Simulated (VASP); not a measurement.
**Pb: single point with PBE**

Pb:

```
Pb
1.0
     0.00000    2.37101    2.27222
     2.37101    0.00000    2.27222
     2.37101    2.37101    0.00000
Pb
1
Direct
  0.00000 0.00000 0.00000
```

This cell differs from its parent crystal: strain -0.040 along x and y, -0.080 along z.

```yaml
Program: VASP 6.6.1
Task: single point
Functional: PBE
Potentials_or_basis: VASP PAW PBE potentials, release 64 (Pb_d)
Cutoff: 520 eV
k_mesh: 16 × 16 × 16
Occupations: gaussian, width 0.15 eV
Spin: no spin polarisation
```

```yaml
Pressure: 15.3 GPa
Band_gap_on_the_k_mesh: zero (bands 7 and 8 overlap by 10.89 eV)
```

Stress tensor (GPa, compression positive):
```
15.08  0.00  0.00
 0.00 15.08  0.00
 0.00  0.00 15.64
```

Levels at points of the mesh, in eV from the Fermi level:
```
           k point  band 3  band 4  band 5  band 6  band 7  band 8  band 9  band 10  band 11  band 12
(0.00, 0.00, 0.00)  -17.30  -17.16  -17.08  -13.14    8.66    8.78    8.78     9.73    13.46    13.78
(0.50, 0.00, 0.00)  -17.30  -16.92  -16.88   -8.38   -5.22    6.08    6.80     9.33    10.87    11.86
(0.50, 0.50, 0.00)  -16.92  -16.84  -16.84   -6.12   -3.81    1.75    1.75     5.51     6.82    18.65
(0.50, 0.00, 0.50)  -16.92  -16.88  -16.82   -6.74   -4.24    2.22    2.48     6.09     7.37    19.10
```

It took 65 s on 1 thread of Intel(R) Xeon(R) Platinum 8259CL CPU @ 2.50GHz (Skylake/Cascade Lake), on a shared host, peak memory 0.23 GiB.

Caveat: the cell differs from its parent crystal (strain -0.040 along x and y, -0.080 along z); the cell stands under pressure; spin-orbit coupling is left out, which moves the levels of the heavy elements.
